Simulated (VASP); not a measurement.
# CaO (Fm-3m) in VASP: relaxation of cell and atoms with LDA

Aim: the relaxation of cell and atoms of CaO with LDA.

Everything below comes from runs of VASP 6.6.1. Logs are shortened: lines on timing, memory, paths and dates and some standing lists are left out, and cuts for length are marked.

### Step 1. The cell of the first run

It takes space group Fm-3m (No. 225, cubic). Conventional cell: a = 4.711 Å, b = 4.711 Å, c = 4.711 Å, α = 90.00°, β = 90.00°, γ = 90.00°. Within 3.1 Å of Ca (site symmetry m-3m) lie 6 O at 2.36 Å. O (site symmetry m-3m) has 6 Ca at 2.36 Å within 3.1 Å.

### Step 2. Relaxation of cell and atoms, LDA

Contents of INCAR:

```
SYSTEM = CaO
PREC = Accurate
ENCUT = 600
EDIFF = 1E-7
ISMEAR = 0
SIGMA = 0.02
LREAL = .FALSE.
LASPH = .TRUE.
NELM = 80
ALGO = Normal
ISIF = 3
LWAVE = .FALSE.
LCHARG = .FALSE.
IBRION = 2
NSW = 100
EDIFFG = -0.002
```

Contents of KPOINTS:

```
regular mesh
0
G
  12 12 12
  0 0 0
```

Contents of POSCAR:

```
CaO
1.0
    0.0000000000      2.3557358099      2.3557358099
    2.3557358099      0.0000000000      2.3557358099
    2.3557358099      2.3557358099      0.0000000000
Ca O
1 1
Direct
    0.0000000000      0.0000000000      0.0000000000
    0.5000000000      0.5000000000      0.5000000000
```

Potentials or basis: VASP PAW LDA potentials, release 64 (Ca_sv, O).

On the command line:

```console
> cat potpaw_LDA.64/Ca_sv/POTCAR potpaw_LDA.64/O/POTCAR > POTCAR
> mpirun -np 1 vasp_std > vasp.out
```

OUTCAR:

```text
SYSTEM = CaO
   PREC = Accurate
   ENCUT = 600
   EDIFF = 1E-7
   ISMEAR = 0
   LREAL = .FALSE.
   LASPH = .TRUE.
   NELM = 80
   ISIF = 3
   IBRION = 2
   NSW = 100
   EDIFFG = -0.002

 ion  position               nearest neighbor table
   1  0.000  0.000  0.000-   2 2.36   2 2.36   2 2.36   2 2.36   2 2.36   2 2.36
   2  0.500  0.500  0.500-   1 2.36   1 2.36   1 2.36   1 2.36   1 2.36   1 2.36

  LATTYP: Found a face centered cubic cell.
 ALAT       =     4.7114716198

  Lattice vectors:

 A1 = (   0.0000000000,   2.3557358099,   2.3557358099)
 A2 = (   2.3557358099,   0.0000000000,   2.3557358099)
 A3 = (   2.3557358099,   2.3557358099,   0.0000000000)

Analysis of symmetry for initial positions (statically):
=====================================================================
 Subroutine PRICEL returns:
 Original cell was already a primitive cell.

 Routine SETGRP: Setting up the symmetry group for a
 face centered cubic supercell.

 Subroutine GETGRP returns: Found 48 space group operations
 (whereof 48 operations were pure point group operations)
 out of a pool of 48 trial point group operations.

The static configuration has the point symmetry O_h .

Analysis of symmetry for dynamics (positions and initial velocities):
=====================================================================
 Subroutine PRICEL returns:
 Original cell was already a primitive cell.

 Routine SETGRP: Setting up the symmetry group for a
 face centered cubic supercell.

 Subroutine GETGRP returns: Found 48 space group operations
 (whereof 48 operations were pure point group operations)
 out of a pool of 48 trial point group operations.

The dynamic configuration has the point symmetry O_h .

 Subroutine INISYM returns: Found 48 space group operations
 (whereof 48 operations are pure point group operations),
 and found     1 'primitive' translations

----------------------------------------------------------------------------------------

                                     Primitive cell

  volume of cell :      26.1463

  direct lattice vectors                    reciprocal lattice vectors
     0.000000000  2.355735810  2.355735810    -0.212247909  0.212247909  0.212247909
     2.355735810  0.000000000  2.355735810     0.212247909 -0.212247909  0.212247909
     2.355735810  2.355735810  0.000000000     0.212247909  0.212247909 -0.212247909

  length of vectors
     3.331513532  3.331513532  3.331513532     0.367624162  0.367624162  0.367624162

  position of ions in fractional coordinates (direct lattice)
     0.000000000  0.000000000  0.000000000
     0.500000000  0.500000000  0.500000000

  ion indices of the primitive-cell ions
   primitive index   ion index
                 1           1
                 2           2

----------------------------------------------------------------------------------------

 KPOINTS: regular mesh

Automatic generation of k-mesh.
 Grid dimensions read from file:
 generate k-points for:   12   12   12

 Generating k-lattice:

  Cartesian coordinates                     Fractional coordinates (reciprocal lattice)
    -0.017687326  0.017687326  0.017687326     0.083333333  0.000000000  0.000000000
     0.017687326 -0.017687326  0.017687326     0.000000000  0.083333333  0.000000000
     0.017687326  0.017687326 -0.017687326     0.000000000  0.000000000  0.083333333

  Length of vectors
     0.030635347  0.030635347  0.030635347

  Shift w.r.t. Gamma in fractional coordinates (k-lattice)
     0.000000000  0.000000000  0.000000000

 Subroutine IBZKPT returns following result:
 ===========================================

 Found     72 irreducible k-points:

 Following reciprocal coordinates:
            Coordinates               Weight
  0.000000  0.000000  0.000000      1.000000
  0.083333  0.000000  0.000000      8.000000
  0.166667  0.000000  0.000000      8.000000
  0.250000  0.000000  0.000000      8.000000
  0.333333  0.000000  0.000000      8.000000
  0.416667  0.000000  0.000000      8.000000
[... 16 lines left out ...]
  0.500000  0.166667  0.000000     24.000000
 -0.416667  0.166667  0.000000     24.000000
 [... further k-points ...]
   k-points           NKPTS =     72   k-points in BZ     NKDIM =     72   number of bands    NBANDS=     12
   number of dos      NEDOS =    301   number of ions     NIONS =      2
   total plane-waves  NPLWV =  21952
   dimension x,y,z NGX =    28 NGY =   28 NGZ =   28
   dimension x,y,z NGXF=    56 NGYF=   56 NGZF=   56
   ions per type =               1   1
   NGX,Y,Z   is equivalent  to a cutoff of  13.97, 13.97, 13.97 a.u.
   NGXF,Y,Z  is equivalent  to a cutoff of  27.94, 27.94, 27.94 a.u.
 SYSTEM =  CaO
   PREC   = accura    normal or accurate (medium, high low for compatibility)
   ISTART =      0    job   : 0-new  1-cont  2-samecut
   ICHARG =      2    charge: 1-file 2-atom 10-const
   ISPIN  =      1    spin polarized calculation?
   LNONCOLLINEAR =      F non collinear calculations
   LSORBIT =      F    spin-orbit coupling
   LASPH  =      T    aspherical Exc in radial PAW
   ENCUT  =  600.0 eV  44.10 Ry    6.64 a.u.   6.65  6.65  6.65*2*pi/ulx,y,z
   NELM   =     80;   NELMIN=  2; NELMDL= -5     # of ELM steps
   EDIFF  = 0.1E-06   stopping-criterion for ELM
   LREAL  =      F    real-space projection
   EDIFFG = -.2E-02   stopping-criterion for IOM
   NSW    =    100    number of steps for IOM
   IBRION =      2    ionic relax: 0-MD 1-quasi-New 2-CG
   NFREE  =      1    steps in history (QN), initial steepest desc. (CG)
   ISIF   =      3    stress and relaxation
   ISYM   =      2    0-nonsym 1-usesym 2-fastsym
   POTIM  = 0.5000    time-step for ionic-motion
   TEBEG  =    0.0;   TEEND  =   0.0 temperature during run
   PSTRESS=    0.0 pullay stress
   NELECT =      16.0000    total number of electrons
   NUPDOWN=      -1.0000    fix difference up-down
   EMIN   =  10.00;   EMAX   =-10.00  energy-range for DOS
   EFERMI =   0.00;   METHOD = LEGACY
   ISMEAR =     0;   SIGMA  =   0.02  broadening in eV -4-tet -1-fermi 0-gaus
   EFERMI_NEDOS =   21; number of points for ismear=-14 and -15
   IALGO  =     38    algorithm
   IMIX   =      4    mixing-type and parameters
     AMIX     =   0.40;   BMIX     =  1.00
     AMIX_MAG =   1.60;   BMIX_MAG =  1.00
  volume/ion in A,a.u.               =      13.07        88.22
  Fermi-wavevector in a.u.,A,eV,Ry     =   1.389883  2.626498 26.283391  1.931775
  Thomas-Fermi vector in A             =   2.513871
   LORBIT       =      0    0 simple, 1 ext, 2 COOP (PROOUT), +10 PAW based schemes
   GGA     = CA    functional components
   LHFCALC =     F    Hartree Fock is set to
   AEXX    =    0.0000 exact exchange contribution
   IVDW    =     0    specifies the selected vdW correction
   LEPSILON=     F    determine dielectric tensor
   LRPA    =     F    only Hartree local field effects (RPA)
 conjugate gradient relaxation of ions
 non-spin polarized calculation
 Gauss-broadening in eV      SIGMA  =   0.02
  energy-cutoff  :      600.00
  volume of cell :       26.15
 maximum number of plane-waves:       895
   NGX = 13   NGY = 13   NGZ = 13

--------------------------------------- Ionic step        1  -------------------------------------------

 number of electron      15.9999999 magnetization

 Free energy of the ion-electron system (eV)
  ---------------------------------------------------
  ext. energy  EPLUGINS =         0.00000000
  ---------------------------------------------------
  free energy    TOTEN  =       -14.22343838 eV

  energy without entropy =      -14.22343838  energy(sigma->0) =      -14.22343838

------------------------ aborting loop because EDIFF is reached ----------------------------------------

  FORCE on cell =-STRESS in cart. coord.  units (eV):
  Direction    XX          YY          ZZ          XY          YZ          ZX
  --------------------------------------------------------------------------------------
  -------------------------------------------------------------------------------------
  Total        0.0878991      0.0878991      0.0878991     -0.0000000      0.0000000     -0.0000000
  in kB        5.3862317      5.3862317      5.3862317     -0.0000000      0.0000000     -0.0000000
  external PRESSURE =       5.3862317 kB  Pullay stress =       0.0000000 kB

 VOLUME and BASIS-vectors are now :
 -----------------------------------------------------------------------------
  energy-cutoff  :      600.00
  volume of cell :       26.15
      direct lattice vectors                 reciprocal lattice vectors
     0.000000000  2.355735810  2.355735810    -0.212247909  0.212247909  0.212247909
     2.355735810  0.000000000  2.355735810     0.212247909 -0.212247909  0.212247909
     2.355735810  2.355735810  0.000000000     0.212247909  0.212247909 -0.212247909
[... 37 lines left out ...]
 POSITION                                       TOTAL-FORCE (eV/Angst)
 -----------------------------------------------------------------------------------
      2.36073      2.36073      0.00000         0.000000      0.000000     -0.000000
      2.36073      2.36073      2.36073        -0.000000     -0.000000      0.000000
 -----------------------------------------------------------------------------------
    total drift:                                0.000000      0.000000      0.000000

  FREE ENERGIE OF THE ION-ELECTRON SYSTEM (eV)
  ---------------------------------------------------
  free  energy   TOTEN  =       -14.2235651178 eV

  energy  without entropy=      -14.2235651178  energy(sigma->0) =      -14.22356512

--------------------------------------- Ionic step        3  -------------------------------------------

 number of electron      15.9999998 magnetization

 Free energy of the ion-electron system (eV)
  ---------------------------------------------------
  ext. energy  EPLUGINS =         0.00000000
  ---------------------------------------------------
  free energy    TOTEN  =       -14.22361739 eV

  energy without entropy =      -14.22361739  energy(sigma->0) =      -14.22361739

 E-fermi :   2.4751     XC(G=0): -11.3057

 val. band max:        2.3452734774   @ k =   0.0000   0.0000   0.0000
 cond. band min:       5.7705264099   @ k =   0.5000   0.5000   0.0000
 fundamental gap:      3.4252529325
 Fermi energy:         2.4751262941

 k-point     1 :       0.0000    0.0000    0.0000
  band No.  band energies     occupation
      1     -34.5009      2.00000
      2     -15.4999      2.00000
      3     -15.4999      2.00000
      4     -15.4999      2.00000
      5     -12.9724      2.00000
      6       2.3453      2.00000
      7       2.3453      2.00000
      8       2.3453      2.00000
      9       7.3734      0.00000
     10       8.5806      0.00000
     11       8.5806      0.00000
     12       8.5806      0.00000

 k-point     2 :       0.0833    0.0000    0.0000
  band No.  band energies     occupation
      1     -34.4915      2.00000
      2     -15.6424      2.00000
      3     -15.5044      2.00000
      4     -15.5044      2.00000
      5     -12.8264      2.00000
      6       2.0706      2.00000
      7       2.2331      2.00000
      8       2.2331      2.00000
      9       7.7067      0.00000
     10       8.5534      0.00000
     11       8.7120      0.00000
     12       8.7120      0.00000
[... 316 lines left out ...]
 k-point    24 :      -0.4167    0.1667    0.0000
  band No.  band energies     occupation
      1     -34.3446      2.00000
      2     -16.7646      2.00000
      3     -15.7404      2.00000
      4     -15.5988      2.00000
      5     -11.6900      2.00000
      6      -0.0957      2.00000
      7       1.0958      2.00000
      8       1.1231      2.00000
      9       9.3567      0.00000
     10       9.6955      0.00000
     11      10.9970      0.00000
     12      11.7706      0.00000

 [... further k-points ...]

------------------------ aborting loop because EDIFF is reached ----------------------------------------

  FORCE on cell =-STRESS in cart. coord.  units (eV):
  Direction    XX          YY          ZZ          XY          YZ          ZX
  --------------------------------------------------------------------------------------
  -------------------------------------------------------------------------------------
  Total        0.0001223      0.0001223      0.0001223      0.0000000      0.0000000      0.0000000
  in kB        0.0074645      0.0074645      0.0074645      0.0000000      0.0000000      0.0000000
  external PRESSURE =       0.0074645 kB  Pullay stress =       0.0000000 kB

 VOLUME and BASIS-vectors are now :
 -----------------------------------------------------------------------------
  energy-cutoff  :      600.00
  volume of cell :       26.25
      direct lattice vectors                 reciprocal lattice vectors
     0.000000000  2.358963534  2.358963534    -0.211957494  0.211957494  0.211957494
     2.358963534  0.000000000  2.358963534     0.211957494 -0.211957494  0.211957494
     2.358963534  2.358963534  0.000000000     0.211957494  0.211957494 -0.211957494

 POSITION                                       TOTAL-FORCE (eV/Angst)
 -----------------------------------------------------------------------------------
      0.00000      0.00000      0.00000        -0.000000     -0.000000     -0.000000
      2.35896      2.35896      2.35896         0.000000      0.000000      0.000000
 -----------------------------------------------------------------------------------
    total drift:                                0.000000      0.000000      0.000000

  FREE ENERGIE OF THE ION-ELECTRON SYSTEM (eV)
  ---------------------------------------------------
  free  energy   TOTEN  =       -14.2236173943 eV

  energy  without entropy=      -14.2236173943  energy(sigma->0) =      -14.22361739

 reached required accuracy - stopping structural energy minimisation
```

It took 39 s on 1 thread of AMD EPYC 9R45 (Zen 5), shared host; peak memory 0.14 GiB.

What came out:

- Free energy: -14.2236 eV
- Relaxed volume: 13.13 Å³/atom
- Relaxed cell: a = 3.336 Å, b = 3.336 Å, c = 3.336 Å, α = 60.00°, β = 60.00°, γ = 60.00°
- Space group after relaxing (to 0.1 Å): Fm-3m (No. 225)
- Energy gained by relaxing: 0.1 meV/atom
- Ionic steps: 3
- Pressure after relaxing: 0.0 GPa
- Band gap on the k mesh: 3.43 eV (least direct gap 3.79 eV)

The path:
| step | energy change (eV) | largest force (eV/Å) | pressure (GPa) | volume (Å³) |
| --- | --- | --- | --- | --- |
| 1 | 0.0000 | 0.0000 | 0.54 | 26.15 |
| 2 | -0.0001 | 0.0000 | -0.29 | 26.31 |
| 3 | -0.0002 | 0.0000 | 0.00 | 26.25 |

Final structure:
```
Ca O
1.0
     0.00000    2.35896    2.35896
     2.35896    0.00000    2.35896
     2.35896    2.35896    0.00000
Ca O
1 1
Direct
  0.00000 0.00000 0.00000
  0.50000 0.50000 0.50000
```

Levels at points of the mesh, in eV from the valence-band top:
| k point | band 6 | band 7 | band 8 | band 9 | band 10 | band 11 |
| --- | --- | --- | --- | --- | --- | --- |
| (0.00, 0.00, 0.00) | 0.00 | 0.00 | 0.00 | 5.03 | 6.24 | 6.24 |
| (0.50, 0.00, 0.00) | -2.85 | -1.35 | -1.35 | 7.21 | 8.61 | 8.61 |
| (0.50, 0.50, 0.00) | -1.27 | -0.36 | -0.36 | 3.43 | 8.44 | 9.19 |

A k mesh can miss the band edges. LDA gaps usually lie below the measured ones, often by a third to a half.
